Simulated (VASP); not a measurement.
**Sb: single point with PBE**

Sb, a slab with vacuum:

```
CELL_PARAMETERS angstrom
3.38884 0.00000 0.00000
-1.69442 2.93482 0.00000
0.00000 0.00000 16.00000
ATOMIC_POSITIONS crystal
Sb 0.00000 0.00000 0.50000
```

| Item | Value |
| --- | --- |
| Program | VASP 6.6.1 |
| Task | single point |
| Functional | PBE |
| Potentials or basis | VASP PAW PBE potentials, release 64 (Sb) |
| Cutoff | 520 eV |
| k mesh | 11 × 11 × 1 |
| Occupations | fermi-dirac, width 0.1 eV |
| Spin | no spin polarisation |
| Dipole correction | yes |
| Further INCAR settings | ALGO = Normal; EDIFF = 1e-07; NBANDS = 8 |

* Band gap on the k mesh: zero (an odd number of electrons rules out a gap without spin polarisation)

Levels at points of the mesh, in eV from the Fermi level:
```
           k point  band 1  band 2  band 3  band 4  band 5  band 6  band 7
(0.00, 0.00, 0.00)  -10.61   -2.22    3.52    4.65    4.96    4.96    5.09
```

Run time: 54 s on 1 thread of Intel Xeon 8259CL, on a shared host, peak memory 0.28 GiB.

Caveat: spin-orbit coupling is left out, which moves the levels of the heavy elements.
